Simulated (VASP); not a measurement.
A run of VASP 6.6.1 is set up as follows.

File INCAR:

```
SYSTEM = Te
ALGO = Normal
EDIFF = 1E-6
ENCUT = 520
GGA = PS
ISIF = 2
ISMEAR = 1
LASPH = .TRUE.
LCHARG = .FALSE.
LREAL = .FALSE.
LWAVE = .FALSE.
NBANDS = 20
NELM = 100
PREC = Accurate
SIGMA = 0.01
```

File KPOINTS:

```
k-points
0
G
  3 7 5
  0 0 0
```

POSCAR

```
Te
1.0
    9.2140158900      0.0000000000      0.0000000000
    0.0000000000      3.1522016400      0.0000000000
    0.0000000000      0.0000000000      4.4566412000
Te
4
Direct
    0.7500000000      0.5000000000      0.5206231000
    0.2500000000      0.5000000000      0.4793769000
    0.0000000000      0.5000000000      0.0000000000
    0.5000000000      0.5000000000      0.0000000000
```

Potentials or basis: VASP PAW PBE potentials, release 64 (Te).

Command:

```console
$ cat potpaw_PBE.64/Te/POTCAR > POTCAR
$ mpirun -np 1 vasp_std > vasp.out
```

(1) Estimate the pressure.

(2) What does it give for the band gap on the k mesh?

(3) Predict the largest force.

## Answers

(1) -1.8 GPa.

(2) zero (bands 12 and 13 overlap by 3.54 eV).

(3) 0.128 eV/Å.

Caveat: the PAW data sets were made with another functional, which shifts forces and pressure a little; spin-orbit coupling is left out, which moves the levels of the heavy elements.
